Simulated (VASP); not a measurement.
Input of a VASP 6.6.1 run:

INCAR

```
  PREC = Accurate
  ENCUT = 520
  EDIFF = 1E-7
  ISMEAR = 0
  SIGMA = 0.05
  LREAL = F
  LASPH = T
  NELM = 60
  ALGO = Normal
  ISIF = 2
  LWAVE = F
  LCHARG = F
  GGA = PE
  NBANDS = 22
```

KPOINTS

```
regular mesh
0
Gamma
  6 6 6
```

File POSCAR:

```
Na3HSe
1.0
    4.5590100000      0.0000000000      0.0000000000
    0.0000000000      4.5590100000      0.0000000000
    0.0000000000      0.0000000000      4.5590100000
Na H Se
3 1 1
Direct
    0.0000000000      0.5000000000      0.5000000000
    0.5000000000      0.0000000000      0.5000000000
    0.5000000000      0.5000000000      0.0000000000
    0.5000000000      0.5000000000      0.5000000000
    0.0000000000      0.0000000000      0.0000000000
```

Potentials or basis: VASP PAW PBE potentials, release 64 (Na_pv, H, Se).

Command:

```sh
$ cat potpaw_PBE.64/Na_pv/POTCAR potpaw_PBE.64/H/POTCAR potpaw_PBE.64/Se/POTCAR > POTCAR
$ mpirun -np 1 vasp_std > vasp.out
```

Task: Estimate the pressure.

Result: -0.2 GPa.

Task: What does it give for the band gap on the k mesh?

Result: 2.76 eV (least direct gap 2.90 eV).

A k mesh can miss the band edges.
